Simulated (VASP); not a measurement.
# Be3Cd2S (P-6m2) in VASP: single point with PBE

Aim: the single point of Be3Cd2S with PBE.

All numbers are computed with VASP 6.6.1; they aren't measurements. Logs are shortened: lines on timing, memory, paths and dates and some standing lists are left out, and cuts for length are marked.

## Step 1: The cell of the first run

The structure is hexagonal, space group P-6m2 (No. 187). Conventional cell: a = 3.608 Å, b = 3.608 Å, c = 11.192 Å, α = 90.00°, β = 90.00°, γ = 120.00°. Within 2.8 Å of Be (site symmetry -6m2) lie 3 Be at 2.08 Å and 6 Cd at 2.62 Å. Within 2.8 Å of Be (site symmetry -6m2) lie 3 S at 2.08 Å. Be (site symmetry -6m2) has 3 Be at 2.08 Å and 6 Cd at 2.62 Å within 2.8 Å. Within 3.4 Å of Cd (site symmetry 3m) lie 6 Be at 2.62 Å and 1 Cd at 3.16 Å. Within 2.8 Å of S (site symmetry -6m2) lie 3 Be at 2.08 Å.

## Step 2: Single point, PBE

POSCAR

```
Be3Cd2S
1.0
    3.6076056147      0.0000000000      0.0000000000
   -1.8038028073      3.1242781091      0.0000000000
    0.0000000000      0.0000000000     11.1919783243
Be Cd S
3 2 1
Direct
    0.6666666667      0.3333333333      0.5000000000
    0.0000000000      0.0000000000      0.0000000000
    0.0000000000      0.0000000000      0.5000000000
    0.3333333333      0.6666666667      0.3587187518
    0.3333333333      0.6666666667      0.6412812482
    0.6666666667      0.3333333333      0.0000000000
```

INCAR.step1

```
SYSTEM = Be3Cd2S
PREC = Accurate
ENCUT = 520
EDIFF = 1E-6
ISMEAR = 0
SIGMA = 0.1
LREAL = .False.
LASPH = .True.
NELM = 100
ALGO = Normal
ISIF = 2
LWAVE = .False.
LCHARG = .True.
GGA = PE
NBANDS = 27
```

KPOINTS.step1

```
regular mesh
0
Gamma
  12 12 4
  0 0 0
```

INCAR.step2

```
SYSTEM = Be3Cd2S
PREC = Accurate
ENCUT = 520
EDIFF = 1E-6
ISMEAR = -5
SIGMA = 0.1
LREAL = .False.
LASPH = .True.
NELM = 100
ALGO = Normal
ISIF = 2
LWAVE = .False.
LCHARG = .False.
GGA = PE
LORBIT = 11
NEDOS = 2001
ICHARG = 11
```

KPOINTS.step2

```
regular mesh
0
Gamma
  18 18 6
  0 0 0
```

Potentials or basis: VASP PAW PBE potentials, release 64 (Be, Cd, S).

On the command line:

```bash
> cat potpaw_PBE.64/Be/POTCAR potpaw_PBE.64/Cd/POTCAR potpaw_PBE.64/S/POTCAR > POTCAR
> cp INCAR.step1 INCAR
> cp KPOINTS.step1 KPOINTS
> mpirun -np 1 vasp_std > vasp.out
> cp INCAR.step2 INCAR
> cp KPOINTS.step2 KPOINTS
> mpirun -np 1 vasp_std > vasp.out
```

OUTCAR:

```text
SYSTEM = Be3Cd2S
   PREC = Accurate
   ENCUT = 520
   EDIFF = 1E-6
   ISMEAR = -5
   LREAL = .False.
   LASPH = .True.
   NELM = 100
   ISIF = 2
   GGA = PE
   LORBIT = 11
   ICHARG = 11

 ion  position               nearest neighbor table
   1  0.667  0.333  0.500-   3 2.08   3 2.08   3 2.08   5 2.62   4 2.62   5 2.62   4 2.62   5 2.62
                             4 2.62
   2  0.000  0.000  0.000-   6 2.08   6 2.08   6 2.08
   3  0.000  0.000  0.500-   1 2.08   1 2.08   1 2.08   5 2.62   4 2.62   4 2.62   5 2.62   4 2.62
                             5 2.62
   4  0.333  0.667  0.359-   1 2.62   3 2.62   1 2.62   3 2.62   3 2.62   1 2.62   5 3.16
   5  0.333  0.667  0.641-   1 2.62   3 2.62   1 2.62   3 2.62   3 2.62   1 2.62   4 3.16
   6  0.667  0.333  0.000-   2 2.08   2 2.08   2 2.08

  LATTYP: Found a hexagonal cell.
 ALAT       =     3.6076056147
 C/A-ratio  =     3.1023286688

  Lattice vectors:

 A1 = (   3.6076056147,   0.0000000000,   0.0000000000)
 A2 = (  -1.8038028073,   3.1242781091,   0.0000000000)
 A3 = (   0.0000000000,   0.0000000000,  11.1919783243)

Analysis of symmetry for initial positions (statically):
=====================================================================
 Subroutine PRICEL returns:
 Original cell was already a primitive cell.

 Routine SETGRP: Setting up the symmetry group for a
 hexagonal supercell.

 Subroutine GETGRP returns: Found 12 space group operations
 (whereof 12 operations were pure point group operations)
 out of a pool of 24 trial point group operations.

The static configuration has the point symmetry D_3h.

Analysis of symmetry for dynamics (positions and initial velocities):
=====================================================================
 Subroutine PRICEL returns:
 Original cell was already a primitive cell.

 Routine SETGRP: Setting up the symmetry group for a
 hexagonal supercell.

 Subroutine GETGRP returns: Found 12 space group operations
 (whereof 12 operations were pure point group operations)
 out of a pool of 24 trial point group operations.

The dynamic configuration has the point symmetry D_3h.

 Subroutine INISYM returns: Found 12 space group operations
 (whereof 12 operations are pure point group operations),
 and found     1 'primitive' translations

----------------------------------------------------------------------------------------

                                     Primitive cell

  volume of cell :     126.1466

  direct lattice vectors                    reciprocal lattice vectors
     3.607605615  0.000000000  0.000000000     0.277192162  0.160036969  0.000000000
    -1.803802807  3.124278109  0.000000000     0.000000000  0.320073939  0.000000000
     0.000000000  0.000000000 11.191978324     0.000000000  0.000000000  0.089349708

  length of vectors
     3.607605615  3.607605615 11.191978324     0.320073939  0.320073939  0.089349708

  position of ions in fractional coordinates (direct lattice)
     0.666666667  0.333333333  0.500000000
     0.000000000  0.000000000  0.000000000
     0.000000000  0.000000000  0.500000000
     0.333333333  0.666666667  0.358718752
     0.333333333  0.666666667  0.641281248
     0.666666667  0.333333333  0.000000000

  ion indices of the primitive-cell ions
   primitive index   ion index
                 1           1
                 2           2
                 3           3
                 4           4
                 5           5
                 6           6

----------------------------------------------------------------------------------------

 KPOINTS: regular mesh

Automatic generation of k-mesh.
 Grid dimensions read from file:
 generate k-points for:   18   18    6

 Generating k-lattice:

  Cartesian coordinates                     Fractional coordinates (reciprocal lattice)
     0.015399565  0.008890943  0.000000000     0.055555556  0.000000000  0.000000000
     0.000000000  0.017781885  0.000000000     0.000000000  0.055555556  0.000000000
     0.000000000  0.000000000  0.014891618     0.000000000  0.000000000  0.166666667

  Length of vectors
     0.017781885  0.017781885  0.014891618

  Shift w.r.t. Gamma in fractional coordinates (k-lattice)
     0.000000000  0.000000000  0.000000000

 TETIRR: Found   1977 inequivalent tetrahedra from    11664

 Subroutine IBZKPT returns following result:
 ===========================================

 Found    148 irreducible k-points:

 Following reciprocal coordinates:
            Coordinates               Weight
  0.000000  0.000000  0.000000      1.000000
  0.055556  0.000000  0.000000      6.000000
  0.111111  0.000000  0.000000      6.000000
  0.166667 -0.000000  0.000000      6.000000
  0.222222  0.000000  0.000000      6.000000
  0.277778 -0.000000  0.000000      6.000000
[... 16 lines left out ...]
  0.333333  0.111111  0.000000     12.000000
  0.388889  0.111111  0.000000     12.000000
 [... further k-points ...]
   k-points           NKPTS =    148   k-points in BZ     NKDIM =    148   number of bands    NBANDS=     22
   number of dos      NEDOS =   2001   number of ions     NIONS =      6
   total plane-waves  NPLWV =  65856
   dimension x,y,z NGX =    28 NGY =   28 NGZ =   84
   dimension x,y,z NGXF=    56 NGYF=   56 NGZF=  168
   ions per type =               3   2   1
   NGX,Y,Z   is equivalent  to a cutoff of  12.90, 12.90, 12.48 a.u.
   NGXF,Y,Z  is equivalent  to a cutoff of  25.81, 25.81, 24.95 a.u.
 SYSTEM =  Be3Cd2S
   PREC   = accura    normal or accurate (medium, high low for compatibility)
   ISTART =      0    job   : 0-new  1-cont  2-samecut
   ICHARG =     11    charge: 1-file 2-atom 10-const
   ISPIN  =      1    spin polarized calculation?
   LNONCOLLINEAR =      F non collinear calculations
   LSORBIT =      F    spin-orbit coupling
   LASPH  =      T    aspherical Exc in radial PAW
   ENCUT  =  520.0 eV  38.22 Ry    6.18 a.u.   6.71  6.71 20.81*2*pi/ulx,y,z
   NELM   =    100;   NELMIN=  2; NELMDL=  0     # of ELM steps
   EDIFF  = 0.1E-05   stopping-criterion for ELM
   LREAL  =      F    real-space projection
   EDIFFG = 0.1E-04   stopping-criterion for IOM
   NSW    =      0    number of steps for IOM
   IBRION =     -1    ionic relax: 0-MD 1-quasi-New 2-CG
   NFREE  =      0    steps in history (QN), initial steepest desc. (CG)
   ISIF   =      2    stress and relaxation
   ISYM   =      2    0-nonsym 1-usesym 2-fastsym
   POTIM  = 0.5000    time-step for ionic-motion
   TEBEG  =    0.0;   TEEND  =   0.0 temperature during run
   PSTRESS=    0.0 pullay stress
   NELECT =      36.0000    total number of electrons
   NUPDOWN=      -1.0000    fix difference up-down
   EMIN   =  10.00;   EMAX   =-10.00  energy-range for DOS
   EFERMI =   0.00;   METHOD = LEGACY
   ISMEAR =    -5;   SIGMA  =   0.10  broadening in eV -4-tet -1-fermi 0-gaus
   EFERMI_NEDOS =   21; number of points for ismear=-14 and -15
   IALGO  =     38    algorithm
   IMIX   =      4    mixing-type and parameters
     AMIX     =   0.40;   BMIX     =  1.00
     AMIX_MAG =   1.60;   BMIX_MAG =  1.00
  volume/ion in A,a.u.               =      21.02       141.88
  Fermi-wavevector in a.u.,A,eV,Ry     =   1.077830  2.036804 15.806141  1.161719
  Thomas-Fermi vector in A             =   2.213753
   LORBIT       =     11    0 simple, 1 ext, 2 COOP (PROOUT), +10 PAW based schemes
   GGA     = PE    functional components
   LHFCALC =     F    Hartree Fock is set to
   AEXX    =    0.0000 exact exchange contribution
   IVDW    =     0    specifies the selected vdW correction
   LEPSILON=     F    determine dielectric tensor
   LRPA    =     F    only Hartree local field effects (RPA)
 non-spin polarized calculation
 Fermi weights with tetrahedron method with Bloechl corrections
  energy-cutoff  :      520.00
  volume of cell :      126.15
 maximum number of plane-waves:      3450
 NGX is ok and might be reduce to    28

 number of electron      35.9999997 magnetization

 Free energy of the ion-electron system (eV)
  ---------------------------------------------------
  ext. energy  EPLUGINS =         0.00000000
  ---------------------------------------------------
  free energy    TOTEN  =       -15.79324033 eV

  energy without entropy =      -15.79324033  energy(sigma->0) =      -15.79324033

 E-fermi :   2.1744     XC(G=0):  -8.6034

 val. band max:        2.1883691650   @ k =   0.2778  -0.0000   0.5000
 cond. band min:       2.1006094533   @ k =   0.1667   0.1667   0.1667
 fundamental gap:     -0.0877597117
 Fermi energy:         2.1744130871

 k-point     1 :       0.0000    0.0000    0.0000
  band No.  band energies     occupation
      1     -12.3682      2.00000
      2      -6.9262      2.00000
      3      -6.6638      2.00000
      4      -6.6638      2.00000
      5      -6.6513      2.00000
      6      -6.6273      2.00000
[... 14 lines left out ...]
     21       4.6761      0.00000
     22       5.7518      0.00000

 k-point     2 :       0.0556    0.0000    0.0000
  band No.  band energies     occupation
      1     -12.3477      2.00000
      2      -6.9269      2.00000
      3      -6.7225      2.00000
      4      -6.6692      2.00000
      5      -6.6604      2.00000
      6      -6.6400      2.00000
[... 14 lines left out ...]
     21       4.7787      0.00000
     22       5.7892      0.00000
[... 523 lines left out ...]
     21       4.2599      0.00000
     22       5.1532      0.00000

 k-point    24 :       0.3889    0.1111    0.0000
  band No.  band energies     occupation
      1     -11.5412      2.00000
      2      -7.1189      2.00000
      3      -6.8885      2.00000
      4      -6.8067      2.00000
      5      -6.7391      2.00000
      6      -6.7089      2.00000
[... 14 lines left out ...]
     21       3.9632      0.00000
     22       5.0579      0.00000

 [... further k-points ...]

------------------------ aborting loop because EDIFF is reached ----------------------------------------

  FORCE on cell =-STRESS in cart. coord.  units (eV):
  Direction    XX          YY          ZZ          XY          YZ          ZX
  --------------------------------------------------------------------------------------
  -------------------------------------------------------------------------------------
  Total        0.1580727      0.1580727      0.2779535      0.0000000      0.0000000      0.0000000
  in kB        2.0076676      2.0076676      3.5302639      0.0000000      0.0000000      0.0000000
  external PRESSURE =       2.5151997 kB  Pullay stress =       0.0000000 kB

 VOLUME and BASIS-vectors are now :
 -----------------------------------------------------------------------------
  energy-cutoff  :      520.00
  volume of cell :      126.15
      direct lattice vectors                 reciprocal lattice vectors
     3.607605615  0.000000000  0.000000000     0.277192162  0.160036969  0.000000000
    -1.803802807  3.124278109  0.000000000     0.000000000  0.320073939  0.000000000
     0.000000000  0.000000000 11.191978324     0.000000000  0.000000000  0.089349708

 POSITION                                       TOTAL-FORCE (eV/Angst)
 -----------------------------------------------------------------------------------
      1.80380      1.04143      5.59599        -0.000000      0.000000     -0.000000
      0.00000      0.00000      0.00000        -0.000000      0.000000     -0.000000
      0.00000      0.00000      5.59599        -0.000000      0.000000     -0.000000
     -0.00000      2.08285      4.01477         0.000000      0.000000     -0.036442
     -0.00000      2.08285      7.17721         0.000000     -0.000000      0.036442
      1.80380      1.04143      0.00000        -0.000000      0.000000     -0.000000
 -----------------------------------------------------------------------------------
    total drift:                                0.005515     -0.003184     -0.000000

  FREE ENERGIE OF THE ION-ELECTRON SYSTEM (eV)
  ---------------------------------------------------
  free  energy   TOTEN  =       -15.7932403334 eV

  energy  without entropy=      -15.7932403334  energy(sigma->0) =      -15.79324033

 total charge

# of ion       s       p       d       tot
------------------------------------------
    1        0.454   0.652   0.000   1.106
    2        0.376   0.541   0.000   0.916
    3        0.453   0.653   0.000   1.105
    4        0.530   0.299   9.494  10.323
    5        0.530   0.299   9.494  10.323
    6        1.300   2.482   0.000   3.782
--------------------------------------------------
tot          3.643   4.925  18.987  27.555
```

It took 11 min on 1 thread of Intel Xeon 8259CL, shared host; peak memory 0.54 GiB.

What came out:

* Valence electrons inside the program's atomic spheres: Be 1.11, 0.92, 1.10; Cd 10.32; S 3.78

Levels at points of the mesh, in eV from the Fermi level:
```
           k point  band 14  band 15  band 16  band 17  band 18  band 19  band 20  band 21  band 22
(0.00, 0.00, 0.00)    -4.34    -3.40    -3.40    -1.62     1.46     2.28     2.28     2.50     3.58
(0.50, 0.00, 0.00)    -4.59    -4.28    -3.07    -1.61    -1.20    -0.25     1.42     1.64     2.25
(0.00, 0.00, 0.50)    -4.64    -3.40    -3.40    -1.08     0.57     2.28     2.28     2.90     3.58
(0.50, 0.00, 0.50)    -4.59    -4.30    -3.02    -1.65    -1.17    -0.25     0.82     2.24     2.44
```
